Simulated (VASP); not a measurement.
Runs of VASP 6.6.1 on Fe. The structure is that of space group Im-3m (No. 229), or close to it. The cells are those of the table. 

| level | potentials or basis | U | cell | k mesh | cutoff (eV) | smearing | grid for exact exchange (PRECFOCK) | share of exact exchange | screening parameter | gap on the mesh (eV) | pressure (GPa) | moment (μB) |
| --- | --- | --- | --- | --- | --- | --- | --- | --- | --- | --- | --- | --- |
| LDA+U | VASP PAW LDA potentials, release 64 (Fe) | Fe d U = 7.0 eV | a = 2.499 Å, angles 109.5°, 1 atom | 13 × 13 × 13, shifted | 600 | gaussian 0.01 eV | - | - | - | none | 0.5 | 3.04 |
| HF | VASP PAW PBE potentials, release 64 (Fe) | - | a = 2.499 Å, angles 109.5°, 1 atom | 7 × 7 × 7 | 520 | fermi-dirac 0.05 eV | Normal | 1 | - | none | 47.3 | (a) |
| PBE | VASP PAW PBE potentials, release 64 (Fe) | - | a = 2.499 Å, angles 109.5°, 1 atom | 13 × 13 × 13 | 520 | gaussian 0.014 eV | - | - | - | none | -9.3 | 2.28 |
| HF | VASP PAW PBE potentials, release 64 (Fe) | - | a = 2.516 Å, angles 109.5°, 1 atom | 7 × 7 × 7 | 520 | fermi-dirac 0.05 eV | Normal | 1 | - | none | (b) | 3.17 |
| HSE06 | VASP PAW PBE potentials, release 64 (Fe) | - | a = 2.466 Å, angles 109.5°, 1 atom | 8 × 8 × 8 | 520 | fermi-dirac 0.05 eV | Normal | 0.25 | 0.2079 1/Å | none | 12.0 | 2.78 |

Alike in all rows: task single point; spin collinear, ferromagnetic start.

**Question.** Fill in the values left out.

**Answer.** (a) 3.07; (b) 42.8.

Caveats: some runs use coarse meshes; the PAW data sets were made with another functional, which shifts forces and pressure a little (at least some runs); the U is typed as a test and isn't derived for this compound (at least some runs); the cell stands under tension (at least some runs).

A gap of «none» marks levels without a gap at the run's occupations.
